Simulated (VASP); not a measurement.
# HfSi3 in VASP: further runs

The runs below take HfSi3 through single point, with PBE.

All numbers are computed with VASP 6.6.1; they aren't measurements. Logs are shortened: lines on timing, memory, paths and dates and some standing lists are left out, and cuts for length are marked.

### 1 The cell of the first run

The cell holds an amorphous packing of atoms, 20 atoms: a = 7.041 Å, b = 6.808 Å, c = 7.111 Å, α = 87.92°, β = 97.25°, γ = 91.16°.

### 2 Single point, PBE

File INCAR:

```
SYSTEM = HfSi3
ALGO = Normal ; EDIFF = 1E-6
ENCUT = 520 ; GGA = PE
ISIF = 2 ; ISMEAR = 0
ISYM = 0 ; LASPH = .True.
LCHARG = .True. ; LELF = .True.
LREAL = Auto ; LVHAR = .True.
LWAVE = .False. ; NBANDS = 71
NELM = 60 ; PREC = Accurate
SIGMA = 0.1
```

File KPOINTS:

```
Automatic mesh
0
Gamma
  2 2 2
  0.5 0.5 0.5
```

File POSCAR:

```
HfSi3
1.0
    7.0271896579     -0.0672906624     -0.4402686183
   -0.0646141804      6.8063876036      0.1249727219
   -0.4532783956      0.1241185202      7.0959182685
Si Hf
15 5
Direct
   -0.0033315642      0.0486646847      0.9156969085
    0.5665549256      0.3276341228      0.9367325200
    0.9113162973      0.6965056896      0.3783992465
    0.5679676033      0.1311197357      0.4708276614
    0.4607954722      0.6402351851      0.6283112676
    0.7561120497      0.4353671081      0.6826204604
    0.3736113242      1.0232534332      0.9138385747
    0.1930921486      0.4731790766      0.4448983648
   -0.0088812435      0.7604992228      0.7056986436
    0.4041334203      0.8151147981      0.3015957291
    0.2805433613      0.9643275369      0.5856168660
    0.4644833179      0.6716514864      0.9692960610
    0.1635617843      0.3756663767      0.8092939868
    0.8933796177      0.3390078452      0.1541904106
    0.6922265575      0.9296997057      0.7523064387
    0.1028941572      0.6598318162      0.0725648268
    0.7106855477     -0.0169350410      0.1475431033
    0.5817329350      0.4840013829      0.2981600789
    0.9448390313      0.1567079740      0.5274859374
    0.2361222268      0.1566309730      0.2286303198
```

Potentials or basis: VASP PAW PBE potentials, release 64 (Si, Hf_pv).

On the command line:

```bash
$ cat potpaw_PBE.64/Si/POTCAR potpaw_PBE.64/Hf_pv/POTCAR > POTCAR
$ mpirun -np 1 vasp_std > vasp.out
```

OUTCAR:

```text
SYSTEM = HfSi3
   EDIFF = 1E-6
   ENCUT = 520
   GGA = PE
   ISIF = 2
   ISMEAR = 0
   ISYM = 0
   LASPH = .True.
   LREAL = Auto
   NELM = 60
   PREC = Accurate

 ion  position               nearest neighbor table
   1  0.997  0.049  0.916-  15 2.44   9 2.51  13 2.63   7 2.67  20 2.73  17 2.78  19 2.81  14 2.82
                            16 2.91
   2  0.567  0.328  0.937-   7 2.45   6 2.46  12 2.49  14 2.61  18 2.81  17 2.87  13 2.89   5 3.03
                            20 3.47
   3  0.911  0.697  0.378-   9 2.38   8 2.51  18 2.72  16 2.72  17 2.79  14 2.95   6 3.05  19 3.34

   4  0.568  0.131  0.471-  15 2.46  11 2.51  19 2.64  18 2.66  10 2.67  20 2.73   6 2.82  17 2.85

   5  0.461  0.640  0.628-  12 2.44   8 2.44   6 2.51  11 2.56  10 2.56  15 2.64  18 2.84   2 3.03
                            13 3.10
   6  0.756  0.435  0.683-   2 2.46   5 2.51  19 2.68   9 2.73   4 2.82  18 2.86  13 2.93   3 3.05

   7  0.374  0.023  0.914-  11 2.39   2 2.45  12 2.49   1 2.67  17 2.73  20 2.74  15 2.74  13 2.87
                            10 3.04  16 3.34
   8  0.193  0.473  0.445-   5 2.44   3 2.51  13 2.68  20 2.74  19 2.84  16 2.90  14 2.92  10 2.96
                            18 3.05
   9  0.991  0.760  0.706-   3 2.38  15 2.48   1 2.51  11 2.65  16 2.70   6 2.73  13 2.94  19 2.94

  10  0.404  0.815  0.302-  11 2.55   5 2.56  18 2.60  20 2.63   4 2.67  12 2.68  16 2.73  17 2.75
                             8 2.96   7 3.04
  11  0.281  0.964  0.586-   7 2.39   4 2.51  10 2.55   5 2.56   9 2.65  19 2.70  20 2.80  15 3.00

  12  0.464  0.672  0.969-   5 2.44   2 2.49   7 2.49  18 2.67  10 2.68  16 2.74  15 2.89  17 2.93
                            13 3.04
  13  0.164  0.376  0.809-   1 2.63   8 2.68  16 2.82  19 2.82   7 2.87   2 2.89   6 2.93   9 2.94
                            12 3.04   5 3.10  20 3.27
  14  0.893  0.339  0.154-   2 2.61  16 2.70  17 2.72  20 2.72  18 2.75   1 2.82  19 2.87   8 2.92
                             3 2.95
  15  0.692  0.930  0.752-   1 2.44   4 2.46   9 2.48   5 2.64   7 2.74  17 2.83  12 2.89  19 2.92
                            11 3.00
  16  0.103  0.660  0.073-   9 2.70  14 2.70   3 2.72  10 2.73  12 2.74  13 2.82   8 2.90   1 2.91
                             7 3.34  20 3.67  20 3.67  17 3.67  18 3.75
  17  0.711  0.983  0.148-  14 2.72   7 2.73  10 2.75   1 2.78   3 2.79  15 2.83   4 2.85   2 2.87
                            12 2.93  19 3.23  18 3.66  16 3.67  20 3.69  18 3.77  20 3.84
  18  0.582  0.484  0.298-  10 2.60   4 2.66  12 2.67   3 2.72  14 2.75   2 2.81   5 2.84   6 2.86
                             8 3.05  20 3.27  19 3.62  17 3.66  16 3.75  17 3.77
  19  0.945  0.157  0.527-   4 2.64   6 2.68  11 2.70   1 2.81  13 2.82   8 2.84  14 2.87  15 2.92
                             9 2.94  20 3.13  17 3.23   3 3.34  18 3.62
  20  0.236  0.157  0.229-  10 2.63  14 2.72   4 2.73   1 2.73   8 2.74   7 2.74  11 2.80  19 3.13
                            18 3.27  13 3.27   2 3.47  16 3.67  16 3.67  17 3.69  17 3.84

IMPORTANT INFORMATION: All symmetrisations will be switched off!
NOSYMM: (Re-)initialisation of all symmetry stuff for point group C_1.

----------------------------------------------------------------------------------------

                                     Primitive cell

  volume of cell :     337.9054

  direct lattice vectors                    reciprocal lattice vectors
     7.027189658 -0.067290662 -0.440268618     0.142886335  0.001189237  0.009106599
    -0.064614180  6.806387604  0.124972722     0.001251367  0.146978429 -0.002490943
    -0.453278396  0.124118520  7.095918269     0.008843391 -0.002514785  0.141534980

  length of vectors
     7.041289582  6.807841463  7.111464180     0.143181176  0.147004861  0.141833283

  position of ions in fractional coordinates (direct lattice)
     0.996668436  0.048664685  0.915696909
     0.566554926  0.327634123  0.936732520
     0.911316297  0.696505690  0.378399247
     0.567967603  0.131119736  0.470827661
     0.460795472  0.640235185  0.628311268
     0.756112050  0.435367108  0.682620460
[... 12 lines left out ...]
     0.944839031  0.156707974  0.527485937
     0.236122227  0.156630973  0.228630320

  ion indices of the primitive-cell ions
   primitive index   ion index
                 1           1
                 2           2
                 3           3
                 4           4
                 5           5
                 6           6
[... 12 lines left out ...]
                19          19
                20          20

----------------------------------------------------------------------------------------

 KPOINTS: Automatic mesh

Automatic generation of k-mesh.
 Grid dimensions read from file:
 generate k-points for:    2    2    2

 Generating k-lattice:

  Cartesian coordinates                     Fractional coordinates (reciprocal lattice)
     0.071443167  0.000594618  0.004553300     0.500000000  0.000000000  0.000000000
     0.000625683  0.073489214 -0.001245471    -0.000000000  0.500000000  0.000000000
     0.004421696 -0.001257393  0.070767490    -0.000000000  0.000000000  0.500000000

  Length of vectors
     0.071590588  0.073502431  0.070916642

  Shift w.r.t. Gamma in fractional coordinates (k-lattice)
     0.500000000  0.500000000  0.500000000

 Subroutine IBZKPT returns following result:
 ===========================================

 Found      4 irreducible k-points:

 Following reciprocal coordinates:
            Coordinates               Weight
  0.250000  0.250000  0.250000      2.000000
 -0.250000  0.250000  0.250000      2.000000
  0.250000 -0.250000  0.250000      2.000000
 -0.250000 -0.250000  0.250000      2.000000
   k-points           NKPTS =      4   k-points in BZ     NKDIM =      4   number of bands    NBANDS=     71
   number of dos      NEDOS =    301   number of ions     NIONS =     20
   total plane-waves  NPLWV = 157464
   dimension x,y,z NGX =    54 NGY =   54 NGZ =   54
   dimension x,y,z NGXF=   108 NGYF=  108 NGZF=  108
   ions per type =              15   5
   NGX,Y,Z   is equivalent  to a cutoff of  12.75, 13.19, 12.62 a.u.
   NGXF,Y,Z  is equivalent  to a cutoff of  25.50, 26.37, 25.25 a.u.
 SYSTEM =  HfSi3
   PREC   = accura    normal or accurate (medium, high low for compatibility)
   ISTART =      0    job   : 0-new  1-cont  2-samecut
   ICHARG =      2    charge: 1-file 2-atom 10-const
   ISPIN  =      1    spin polarized calculation?
   LNONCOLLINEAR =      F non collinear calculations
   LSORBIT =      F    spin-orbit coupling
   LASPH  =      T    aspherical Exc in radial PAW
   ENCUT  =  520.0 eV  38.22 Ry    6.18 a.u.  13.09 12.66 13.22*2*pi/ulx,y,z
   NELM   =     60;   NELMIN=  2; NELMDL= -5     # of ELM steps
   EDIFF  = 0.1E-05   stopping-criterion for ELM
   LREAL  =      T    real-space projection
   EDIFFG = 0.1E-04   stopping-criterion for IOM
   NSW    =      0    number of steps for IOM
   IBRION =     -1    ionic relax: 0-MD 1-quasi-New 2-CG
   NFREE  =      0    steps in history (QN), initial steepest desc. (CG)
   ISIF   =      2    stress and relaxation
   ISYM   =      0    0-nonsym 1-usesym 2-fastsym
   POTIM  = 0.5000    time-step for ionic-motion
   TEBEG  =    0.0;   TEEND  =   0.0 temperature during run
   PSTRESS=    0.0 pullay stress
   NELECT =     110.0000    total number of electrons
   NUPDOWN=      -1.0000    fix difference up-down
   EMIN   =  10.00;   EMAX   =-10.00  energy-range for DOS
   EFERMI =   0.00;   METHOD = LEGACY
   ISMEAR =     0;   SIGMA  =   0.10  broadening in eV -4-tet -1-fermi 0-gaus
   EFERMI_NEDOS =   21; number of points for ismear=-14 and -15
   IALGO  =     38    algorithm
   IMIX   =      4    mixing-type and parameters
     AMIX     =   0.40;   BMIX     =  1.00
     AMIX_MAG =   1.60;   BMIX_MAG =  1.00
  volume/ion in A,a.u.               =      16.90       114.01
  Fermi-wavevector in a.u.,A,eV,Ry     =   1.126179  2.128169 17.255981  1.268279
  Thomas-Fermi vector in A             =   2.262859
   LORBIT       =      0    0 simple, 1 ext, 2 COOP (PROOUT), +10 PAW based schemes
   GGA     = PE    functional components
   LHFCALC =     F    Hartree Fock is set to
   AEXX    =    0.0000 exact exchange contribution
   IVDW    =     0    specifies the selected vdW correction
   LEPSILON=     F    determine dielectric tensor
   LRPA    =     F    only Hartree local field effects (RPA)
 non-spin polarized calculation
 Gauss-broadening in eV      SIGMA  =   0.10
  energy-cutoff  :      520.00
  volume of cell :      337.91
 maximum number of plane-waves:      9106
 NGX is ok and might be reduce to    54
   NGX = 27   NGY = 25   NGZ = 27

 number of electron     110.0000000 magnetization

 Free energy of the ion-electron system (eV)
  ---------------------------------------------------
  ext. energy  EPLUGINS =         0.00000000
  ---------------------------------------------------
  free energy    TOTEN  =      -133.29009301 eV

  energy without entropy =     -133.26664851  energy(sigma->0) =     -133.27837076

 E-fermi :   7.8668     XC(G=0): -11.0124

 val. band max:        7.8068468820   @ k =  -0.2500   0.2500   0.2500
 cond. band min:       7.9540404166   @ k =   0.2500   0.2500   0.2500
 fundamental gap:      0.1471935346
 Fermi energy:         7.8667599090

 k-point     1 :       0.2500    0.2500    0.2500
  band No.  band energies     occupation
      1     -22.9995      2.00000
      2     -22.9548      2.00000
      3     -22.9317      2.00000
      4     -22.9220      2.00000
      5     -22.9015      2.00000
      6     -22.8759      2.00000
[... 59 lines left out ...]
     66       9.9809      0.00000
     67      10.1079      0.00000

 k-point     2 :      -0.2500    0.2500    0.2500
  band No.  band energies     occupation
      1     -23.0016      2.00000
      2     -22.9511      2.00000
      3     -22.9323      2.00000
      4     -22.9172      2.00000
      5     -22.9045      2.00000
      6     -22.8789      2.00000
[... 59 lines left out ...]
     66       9.9142      0.00000
     67      10.1586      0.00000

 k-point     3 :       0.2500   -0.2500    0.2500
  band No.  band energies     occupation
      1     -23.0015      2.00000
      2     -22.9512      2.00000
      3     -22.9323      2.00000
      4     -22.9168      2.00000
      5     -22.9046      2.00000
      6     -22.8791      2.00000
[... 59 lines left out ...]
     66       9.9276      0.00000
     67      10.1659      0.00000

 k-point     4 :      -0.2500   -0.2500    0.2500
  band No.  band energies     occupation
      1     -22.9995      2.00000
      2     -22.9549      2.00000
      3     -22.9319      2.00000
      4     -22.9220      2.00000
      5     -22.9014      2.00000
      6     -22.8758      2.00000
[... 59 lines left out ...]
     66       9.8751      0.00000
     67      10.0167      0.00000
 [bands above 67 left out]

------------------------ aborting loop because EDIFF is reached ----------------------------------------

  FORCE on cell =-STRESS in cart. coord.  units (eV):
  Direction    XX          YY          ZZ          XY          YZ          ZX
  --------------------------------------------------------------------------------------
  -------------------------------------------------------------------------------------
  Total       -0.2844620     -0.1830125     -0.2209436     -0.0954044      0.0786434     -0.0245649
  in kB       -1.3487758     -0.8677532     -1.0476037     -0.4523597      0.3728875     -0.1164745
  external PRESSURE =      -1.0880442 kB  Pullay stress =       0.0000000 kB

 VOLUME and BASIS-vectors are now :
 -----------------------------------------------------------------------------
  energy-cutoff  :      520.00
  volume of cell :      337.91
      direct lattice vectors                 reciprocal lattice vectors
     7.027189658 -0.067290662 -0.440268618     0.142886335  0.001189237  0.009106599
    -0.064614180  6.806387604  0.124972722     0.001251367  0.146978429 -0.002490943
    -0.453278396  0.124118520  7.095918269     0.008843391 -0.002514785  0.141534980

 POSITION                                       TOTAL-FORCE (eV/Angst)
 -----------------------------------------------------------------------------------
      6.58557      0.37782      6.06499        -0.007341      0.000110     -0.007911
      3.53552      2.30815      6.43849         0.003046     -0.002696      0.010303
      6.18747      4.72633      2.37091         0.012751      0.004064      0.012984
      3.76933      0.91267      3.10728         0.006199     -0.002932      0.007332
      2.91193      4.40467      4.33558         0.006783     -0.002050     -0.007436
      4.97579      2.99712      4.56534        -0.007540      0.015757     -0.000753
[... 12 lines left out ...]
      6.39034      1.06851      3.34660        -0.003753     -0.002313     -0.032056
      1.54552      1.07858      1.53796        -0.002393     -0.002549     -0.010312
 -----------------------------------------------------------------------------------
    total drift:                                0.000628     -0.004172      0.006363

  FREE ENERGIE OF THE ION-ELECTRON SYSTEM (eV)
  ---------------------------------------------------
  free  energy   TOTEN  =      -133.2900930137 eV

  energy  without entropy=     -133.2666485053  energy(sigma->0) =     -133.27837076
```

Wall time 81 s (1 thread of AMD EPYC 9R45 (Zen 5), shared host); peak memory 0.37 GiB.

What came out:

| Quantity | Value |
| --- | --- |
| Free energy | -133.2901 eV |
| Pressure | -0.1 GPa |
| Largest force | 0.032 eV/Å |
| Band gap on the k mesh | 0.15 eV, indirect (least direct gap 0.16 eV) |

Forces on the atoms (eV/Å):
```
Si  -0.007  0.000 -0.008
Si   0.003 -0.003  0.010
Si   0.013  0.004  0.013
Si   0.006 -0.003  0.007
Si   0.007 -0.002 -0.007
Si  -0.008  0.016 -0.001
Si   0.003  0.018 -0.004
Si  -0.004  0.003  0.001
Si  -0.014 -0.005  0.006
Si  -0.008  0.004  0.007
Si   0.021 -0.001 -0.007
Si   0.001  0.007 -0.003
Si  -0.004 -0.005  0.004
Si  -0.002 -0.003 -0.001
Si   0.003 -0.009  0.003
Hf  -0.007  0.005 -0.001
Hf   0.008 -0.004 -0.001
Hf  -0.005 -0.017  0.023
Hf  -0.004 -0.002 -0.032
Hf  -0.002 -0.003 -0.010
```

Caveat: spin-orbit coupling is left out, which moves the levels of the heavy elements.

### 3 Single point, PBE

File INCAR:

```
ALGO     = Normal         # electronic algorithm
EDIFF    = 1E-6           # SCF threshold, eV
ENCUT    = 520            # plane-wave cutoff, eV
GGA      = PE             # functional
ISIF     = 2              # what is computed and relaxed
ISMEAR   = -1             # smearing method
ISYM     = 0            
LASPH    = T              # aspherical terms in the spheres
LCHARG   = F              # write CHGCAR
LREAL    = Auto         
LWAVE    = F              # write WAVECAR
NBANDS   = 71             # bands
NELM     = 100            # most SCF steps
PREC     = Accurate       # precision mode
SIGMA    = 0.2361         # smearing width, eV
```

File KPOINTS:

```
Automatic mesh
0
Gamma
  1 1 1
  0.25 0.25 0.25
```

File POSCAR:

```
HfSi3
1.0
    6.7792930000     -0.0738530000     -0.2467120000
   -0.0738530000      7.0813630000     -0.0543890000
   -0.2467120000     -0.0543890000      7.0472650000
Si Hf
15 5
Direct
   -0.0312074408      0.9921671667      0.8217034168
    0.6125313033      0.1743492548      0.9095421422
    0.8293083420      0.7586581462      0.5117913088
    0.5035670127      0.8439010290      0.3826433315
    0.4897353183      0.4808287411      0.5682478769
    0.7495863281      0.4649376643      0.7813008929
    0.3601153884      0.8036897903      1.0850823223
    1.0686582277      0.3687174406      0.3430735160
    0.2085460105      0.8225999262      0.6652251889
    0.1531522731      0.8558169154      0.3228683085
    0.3132339404      0.1534119429      0.6245084432
    0.3044223075      0.3847524925      0.9650032941
    0.0540105135      0.4503872689      0.6854860935
   -0.0703965111      0.2879686794      1.0365652015
    0.6923082255      0.7929044607      0.8512432877
    0.0270994896      0.6308710522      0.0653541785
    0.7700145889      0.9449061998      0.1647927732
    0.6042117495      0.5275327614      0.1590786310
    0.7387725308      0.1654062820      0.6006059558
    0.4084871807      0.1315322733      0.2433170312
```

Potentials or basis: VASP PAW PBE potentials, release 64 (Si, Hf_pv).

On the command line:

```bash
$ cat potpaw_PBE.64/Si/POTCAR potpaw_PBE.64/Hf_pv/POTCAR > POTCAR
$ mpirun -np 1 vasp_std > vasp.out
```

Run time: 71 s. Hardware: 1 thread of AMD EPYC 7R43 (Zen 3), shared host; peak memory 0.31 GiB.

The run converged. Its results:

| Quantity | Value |
| --- | --- |
| Free energy | -126.1251 eV |
| Pressure | 9.9 GPa |
| Largest force | 5.490 eV/Å |
| Band gap on the k mesh | 0.16 eV |

Forces on the atoms (eV/Å):
```
Si   1.827 -0.778  1.153
Si  -2.272  0.033  2.156
Si   0.602 -0.414  0.308
Si   0.857 -2.422  3.499
Si  -1.356  0.025 -2.136
Si  -0.983  2.097  2.193
Si   1.380  0.061 -2.699
Si   0.215 -0.257  0.718
Si   0.343 -0.410  0.587
Si  -0.548  0.951  2.064
Si   0.077  0.363  0.434
Si  -1.031 -0.610 -1.087
Si   2.448  0.416 -1.008
Si   0.388 -2.222  0.821
Si  -1.134 -1.304 -1.505
Hf  -0.123  0.148 -2.440
Hf   0.985  1.577  1.081
Hf   1.119 -0.435  1.218
Hf  -0.451 -1.747 -4.744
Hf  -2.342  4.927 -0.613
```

Stress tensor (GPa, compression positive):
```
11.65 -0.16  2.39
-0.16  8.17  1.96
 2.39  1.96  9.79
```

Levels at points of the mesh, in eV from the valence-band top:
| k point | band 52 | band 53 | band 54 | band 55 | band 56 | band 57 | band 58 | band 59 |
| --- | --- | --- | --- | --- | --- | --- | --- | --- |
| (0.25, 0.25, 0.25) | -0.51 | -0.43 | -0.06 | 0.00 | 0.16 | 0.37 | 0.71 | 0.89 |

Caveat: the k points lie up to 0.93 Å⁻¹ apart; spin-orbit coupling is left out, which moves the levels of the heavy elements.

(Continued in part 2 of 3.)
